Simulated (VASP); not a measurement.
Set up this calculation in VASP 6.6.1, as the native input.

| Property | Result |
| --- | --- |
| Task | single point |
| Functional | PBE |
| Potentials or basis | VASP PAW PBE potentials, release 64 (Zn, Cd, O) |
| Cutoff | 520 eV |
| k mesh | 6 × 6 × 2 |
| Occupations | gaussian, width 0.1 eV |
| Spin | collinear spin, ferromagnetic start |
| Starting moments | [0.0, 0.0, 0.0, 0.0, 1.0, 1.0, 1.0, 1.0] μB |
| Dipole correction | no |
| Further INCAR settings | ALGO = Normal; EDIFF = 1e-06; NBANDS = 50 |

The structure of ZnCd3O4 lies in POSCAR:

```
ZnCd3O4
1.0
    3.3252980000      0.0000000000      0.0000000000
    0.0000000000      3.3252980000      0.0000000000
    0.0000000000      0.0000000000      9.2687760000
Zn Cd O
1 3 4
Direct
    0.0000000000      0.0000000000      0.0000000000
    0.5000000000      0.5000000000      0.2415340000
    0.0000000000      0.0000000000      0.5000000000
    0.5000000000      0.5000000000      0.7584660000
    0.0000000000      0.0000000000      0.2318760000
    0.5000000000      0.5000000000      0.5000000000
    0.0000000000      0.0000000000      0.7681240000
    0.5000000000      0.5000000000      0.0000000000
```

One way to write it, as run:

INCAR

```
ALGO = Normal ; EDIFF = 1E-6
ENCUT = 520 ; GGA = PE
ISIF = 2 ; ISMEAR = 0
ISPIN = 2 ; LASPH = True
LCHARG = False ; LORBIT = 11
LREAL = False ; LWAVE = False
MAGMOM = 0 0 0 0 1 1 1 1 ; NBANDS = 50
NELM = 150 ; PREC = Accurate
SIGMA = 0.1
```

KPOINTS

```
k-points
0
Gamma
  6 6 2
```

Potentials or basis: VASP PAW PBE potentials, release 64 (Zn, Cd, O).

The run is started by

```bash
$ cat potpaw_PBE.64/Zn/POTCAR potpaw_PBE.64/Cd/POTCAR potpaw_PBE.64/O/POTCAR > POTCAR
$ mpirun -np 1 vasp_std > vasp.out
```

It gave:

| Quantity | Value |
| --- | --- |
| Pressure | 1.3 GPa |
| Largest force | 0.053 eV/Å |
| Band gap on the k mesh | zero (filled and empty bands overlap) |
| Net moment | 0.00 μB per cell |
| Valence electrons inside the program's atomic spheres | Zn 10.54; Cd 10.25, 10.21 (each value once); O 4.93, 4.92 (each value once) |

Caveat: semilocal functionals underestimate gaps, and a narrow one can read as zero.

It took 120 s on 1 thread of AMD EPYC 9R45 96-Core Processor (Zen 5), with other jobs on the host, peak memory 0.32 GiB.
